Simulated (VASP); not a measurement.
# As6H in VASP: further runs

The runs below take As6H through single point, with PBEsol.

Program: VASP 6.6.1. These are calculated values, not measurements. Logs are shortened: lines on timing, memory, paths and dates and some standing lists are left out, and cuts for length are marked.

## 1. The cell of the first run

The cell holds a slab with vacuum, 7 atoms: a = 3.727 Å, b = 5.745 Å, c = 24.965 Å, α = 90.00°, β = 90.00°, γ = 108.93°.

## 2. Single point, PBEsol

INCAR

```
SYSTEM = As6H
ALGO = Normal ; DIPOL = 0.5 0.5 0.469
EDIFF = 1E-6 ; ENCUT = 520
GGA = PS ; IDIPOL = 3
ISIF = 2 ; ISMEAR = 0
LASPH = .TRUE. ; LCHARG = .FALSE.
LDIPOL = .TRUE. ; LREAL = .FALSE.
LWAVE = .FALSE. ; NBANDS = 24
NELM = 60 ; PREC = Accurate
SIGMA = 0.1
```

KPOINTS

```
k-points
0
G
  8 6 1
  0 0 0
```

POSCAR

```
As6H
1.0
    3.7266140447      0.0000000000      0.0000000000
   -1.8633070224      5.4340663661      0.0000000000
    0.0000000000      0.0000000000     24.9654381428
As H
6 1
Direct
    0.8881117850      0.7762235701      0.3404706920
    0.3881117850      0.7762235701      0.4072515576
    0.6118882150      0.2237764299      0.4265541917
    0.2258286337      0.0990010562      0.5110141700
    0.8662043627      0.6054720286      0.4964358802
    0.3100971481      0.4964190868      0.5584192018
    0.5407604321      0.0443494665      0.5451625419
```

Potentials or basis: VASP PAW PBE potentials, release 64 (As, H).

Run with:

```
$ cat potpaw_PBE.64/As/POTCAR potpaw_PBE.64/H/POTCAR > POTCAR
$ mpirun -np 1 vasp_std > vasp.out
```

OUTCAR:

```text
SYSTEM = As6H
   EDIFF = 1E-6
   ENCUT = 520
   GGA = PS
   ISIF = 2
   ISMEAR = 0
   LASPH = .TRUE.
   LREAL = .FALSE.
   NELM = 60
   PREC = Accurate

 ion  position               nearest neighbor table
   1  0.888  0.776  0.340-   2 2.50   2 2.50
   2  0.388  0.776  0.407-   3 2.48   1 2.50   1 2.50   5 2.91
   3  0.612  0.224  0.427-   2 2.48   4 2.52   5 2.72
   4  0.226  0.099  0.511-   7 1.56   6 2.50   3 2.52   5 2.74
   5  0.866  0.605  0.496-   6 2.49   6 2.50   3 2.72   4 2.74   2 2.91
   6  0.310  0.496  0.558-   5 2.49   5 2.50   4 2.50
   7  0.541  0.044  0.545-   4 1.56

  LATTYP: Found a base centered orthorhombic cell.
 ALAT       =     3.7266140447
 B/A-ratio  =     2.9163558667
 C/A-ratio  =     6.6992282655

  Lattice vectors:

 A1 = (   1.8633070224,  -5.4340663661,   0.0000000000)
 A2 = (   1.8633070223,   5.4340663661,   0.0000000000)
 A3 = (   0.0000000000,   0.0000000000,  24.9654381428)

Analysis of symmetry for initial positions (statically):
=====================================================================
 Subroutine PRICEL returns:
 Original cell was already a primitive cell.

 Routine SETGRP: Setting up the symmetry group for a
 base centered orthorhombic supercell.

 Subroutine GETGRP returns: Found  1 space group operations
 (whereof  1 operations were pure point group operations)
 out of a pool of  8 trial point group operations.

The static configuration has the point symmetry C_1 .

Analysis of symmetry for dynamics (positions and initial velocities):
=====================================================================
 Subroutine PRICEL returns:
 Original cell was already a primitive cell.

 Routine SETGRP: Setting up the symmetry group for a
 base centered orthorhombic supercell.

 Subroutine GETGRP returns: Found  1 space group operations
 (whereof  1 operations were pure point group operations)
 out of a pool of  8 trial point group operations.

The dynamic configuration has the point symmetry C_1 .

 Subroutine INISYM returns: Found  1 space group operations
 (whereof  1 operations are pure point group operations),
 and found     1 'primitive' translations

----------------------------------------------------------------------------------------

[... 131 lines left out ...]
   ISYM   =      2    0-nonsym 1-usesym 2-fastsym
   POTIM  = 0.5000    time-step for ionic-motion
   TEBEG  =    0.0;   TEEND  =   0.0 temperature during run
   PSTRESS=    0.0 pullay stress
   NELECT =      31.0000    total number of electrons
   NUPDOWN=      -1.0000    fix difference up-down
   EMIN   =  10.00;   EMAX   =-10.00  energy-range for DOS
   EFERMI =   0.00;   METHOD = LEGACY
   ISMEAR =     0;   SIGMA  =   0.10  broadening in eV -4-tet -1-fermi 0-gaus
   EFERMI_NEDOS =   21; number of points for ismear=-14 and -15
   IALGO  =     38    algorithm
   IMIX   =      4    mixing-type and parameters
     AMIX     =   0.40;   BMIX     =  1.00
     AMIX_MAG =   1.60;   BMIX_MAG =  1.00
  volume/ion in A,a.u.               =      72.22       487.39
  Fermi-wavevector in a.u.,A,eV,Ry     =   0.645559  1.219929  5.670178  0.416746
  Thomas-Fermi vector in A             =   1.713254
   LORBIT       =      0    0 simple, 1 ext, 2 COOP (PROOUT), +10 PAW based schemes
   GGA     = PS    functional components
   LHFCALC =     F    Hartree Fock is set to
   AEXX    =    0.0000 exact exchange contribution
   IVDW    =     0    specifies the selected vdW correction
   LEPSILON=     F    determine dielectric tensor
   LRPA    =     F    only Hartree local field effects (RPA)
 non-spin polarized calculation
 Gauss-broadening in eV      SIGMA  =   0.10
  energy-cutoff  :      520.00
  volume of cell :      505.57
 maximum number of plane-waves:     13657
   NGX = 13   NGY = 21   NGZ = 93

 dipolmoment           0.000000      0.000000      0.118163 electrons x Angstroem

 number of electron      30.9999999 magnetization

 dipolmoment           0.000000      0.000000     -0.056442 electrons x Angstroem

 Free energy of the ion-electron system (eV)
  ---------------------------------------------------
  ext. energy  EPLUGINS =         0.00000000
  ---------------------------------------------------
  free energy    TOTEN  =       -31.37657316 eV

  energy without entropy =      -31.36167945  energy(sigma->0) =      -31.36912630

 E-fermi :  -2.0586     XC(G=0):  -3.2992

 val. band max:       -2.0769044859   @ k =  -0.1250   0.3333   0.0000
 cond. band min:      -2.0369473145   @ k =   0.1250   0.5000   0.0000
 fundamental gap:      0.0399571714
 Fermi energy:        -2.0586037906

 k-point     1 :       0.0000    0.0000    0.0000
  band No.  band energies     occupation
      1     -16.6748      2.00000
      2     -15.0973      2.00000
      3     -13.3917      2.00000
      4     -12.2791      2.00000
      5     -10.8962      2.00000
      6      -9.8759      2.00000
[... 637 lines left out ...]
     23       1.9726      0.00000
     24       2.4144      0.00000

 [... further k-points ...]

------------------------ aborting loop because EDIFF is reached ----------------------------------------

 vacuum level on the upper side and lower side of the slab       (xc-potential included)        -0.351         0.136

  FORCE on cell =-STRESS in cart. coord.  units (eV):
  Direction    XX          YY          ZZ          XY          YZ          ZX
  --------------------------------------------------------------------------------------
  -------------------------------------------------------------------------------------
  Total       -3.5640811      1.9767278     -1.3315934      0.0899929      0.0829440     -0.6150122
  in kB      -11.2948277      6.2643918     -4.2199147      0.2851940      0.2628555     -1.9490177
  external PRESSURE =      -3.0834502 kB  Pullay stress =       0.0000000 kB

 VOLUME and BASIS-vectors are now :
 -----------------------------------------------------------------------------
  energy-cutoff  :      520.00
  volume of cell :      505.57
      direct lattice vectors                 reciprocal lattice vectors
     3.726614045  0.000000000  0.000000000     0.268340104  0.092012126  0.000000000
    -1.863307022  5.434066366  0.000000000     0.000000000  0.184024252  0.000000000
     0.000000000  0.000000000 24.965438143     0.000000000  0.000000000  0.040055376

 POSITION                                       TOTAL-FORCE (eV/Angst)
 -----------------------------------------------------------------------------------
      1.86331      4.21805      8.50000         0.254522      0.091504      0.898712
     -0.00000      4.21805     10.16721         0.163198     -0.570273     -0.760231
      1.86331      1.21602     10.64911        -0.396519      0.470441     -0.184236
      0.65711      0.53798     12.75769        -0.079419     -0.015413     -0.037711
      2.09983      3.29018     12.39374        -0.004604      0.029298     -0.044671
      0.23063      2.69757     13.94118        -0.000246      0.006522      0.077605
      1.93257      0.24100     13.61022         0.063068     -0.012080      0.050532
 -----------------------------------------------------------------------------------
    total drift:                               -0.000058      0.000043     -0.000018

  FREE ENERGIE OF THE ION-ELECTRON SYSTEM (eV)
  ---------------------------------------------------
  free  energy   TOTEN  =       -31.3765731584 eV

  energy  without entropy=      -31.3616794503  energy(sigma->0) =      -31.36912630

 vacuum level on the upper side and lower side of the slab         2.105         2.612
```

OSZICAR:

```text
N       E                     dE             d eps       ncg     rms          rms(c)
DAV:   1     0.203448071401E+03    0.20345E+03   -0.90892E+03  1248   0.887E+02
DAV:   2    -0.426335927412E+01   -0.20771E+03   -0.19965E+03  2008   0.159E+02
DAV:   3    -0.308526798859E+02   -0.26589E+02   -0.26265E+02  1648   0.644E+01
[... 15 lines left out ...]
DAV:  19    -0.313765488069E+02   -0.33140E-04   -0.11850E-06  1344   0.459E-03    0.114E-03
DAV:  20    -0.313765623445E+02   -0.13538E-04   -0.29376E-07  1256   0.214E-03    0.715E-04
DAV:  21    -0.313765694406E+02   -0.70962E-05   -0.14825E-07  1208   0.125E-03    0.316E-04
DAV:  22    -0.313765725001E+02   -0.30595E-05   -0.82802E-08  1208   0.738E-04    0.186E-04
DAV:  23    -0.313765731584E+02   -0.65830E-06   -0.25240E-08  1184   0.407E-04
   1 F= -.31376573E+02 E0= -.31369126E+02  d E =-.148937E-01
```

stdout:

```text
POSCAR found type information on POSCAR AsH
 POSCAR found :  2 types and       7 ions
 scaLAPACK will be used
 -----------------------------------------------------------------------------
|                                                                             |
|                                                                             |
[... 21 lines left out ...]
|     Results are often still useful ...                                      |
|                                                                             |
 -----------------------------------------------------------------------------

 POSCAR, INCAR and KPOINTS ok, starting setup
 FFT: planning ... GRIDC
 FFT: planning ... GRID_SOFT
 FFT: planning ... GRID
 WAVECAR not read
 entering main loop
```

Run time: 3.9 min. Hardware: 1 thread of Intel Xeon 6975P-C (Granite Rapids), shared host; peak memory 0.71 GiB.

Results:

| Property | Result |
| --- | --- |
| Free energy | -31.3766 eV |
| Largest force | 0.964 eV/Å |
| Band gap on the k mesh | zero (an odd number of electrons rules out a gap without spin polarisation) |

Forces on the atoms (eV/Å):
```
As   0.255  0.092  0.899
As   0.163 -0.570 -0.760
As  -0.397  0.470 -0.184
As  -0.079 -0.015 -0.038
As  -0.005  0.029 -0.045
As   0.000  0.007  0.078
H    0.063 -0.012  0.051
```

Caveat: the PAW data sets were made with another functional, which shifts forces and pressure a little.

(Continued in part 2 of 2.)
